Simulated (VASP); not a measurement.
# Ge5I3: single point with PBE

Ge5I3:

```
Ge I
1.0
     6.28238    0.00000    0.00000
     0.00000    6.28238    0.00000
     0.00000    0.00000    6.28238
Ge I
5 3
Direct
  0.00000 0.50000 0.50000
  0.50000 0.00000 0.50000
  0.50000 0.50000 0.00000
  0.00000 0.00000 0.00000
  0.50000 0.50000 0.50000
  0.50000 0.00000 0.00000
  0.00000 0.50000 0.00000
  0.00000 0.00000 0.50000
```

| Quantity | Value |
| --- | --- |
| Program | VASP 6.6.1 |
| Task | single point |
| Functional | PBE |
| Potentials or basis | VASP PAW PBE potentials, release 64 (Ge_d, I) |
| Cutoff | 520 eV |
| k mesh | 4 × 4 × 4 |
| Occupations | gaussian, width 0.1 eV |
| Spin | no spin polarisation |
| Dipole correction | no |
| Further INCAR settings | ALGO = Normal; EDIFF = 1e-06; NBANDS = 56 |

The pressure is -2.8 GPa.

Levels at points of the mesh, in eV from the Fermi level:
```csv
k point,band 43,band 44,band 45,band 46,band 47,band 48
"(0.00, 0.00, 0.00)",-1.33,-1.33,-1.33,2.33,2.33,2.33
"(0.50, 0.00, 0.00)",-1.70,-1.70,-0.22,0.24,0.30,1.46
"(0.50, 0.50, 0.00)",-2.12,-0.47,-0.47,0.05,0.05,0.25
"(0.50, 0.50, 0.50)",-0.56,-0.56,-0.56,-0.04,-0.04,-0.04
```

Run time: 3.9 min on 1 thread of Intel(R) Xeon(R) Platinum 8259CL CPU @ 2.50GHz (Skylake/Cascade Lake), with other jobs on the host, peak memory 0.37 GiB.

Caveat: spin-orbit coupling is left out, which moves the levels of the heavy elements; an odd number of electrons without spin polarisation forces a metal; a magnetic or distorted state may lie lower.
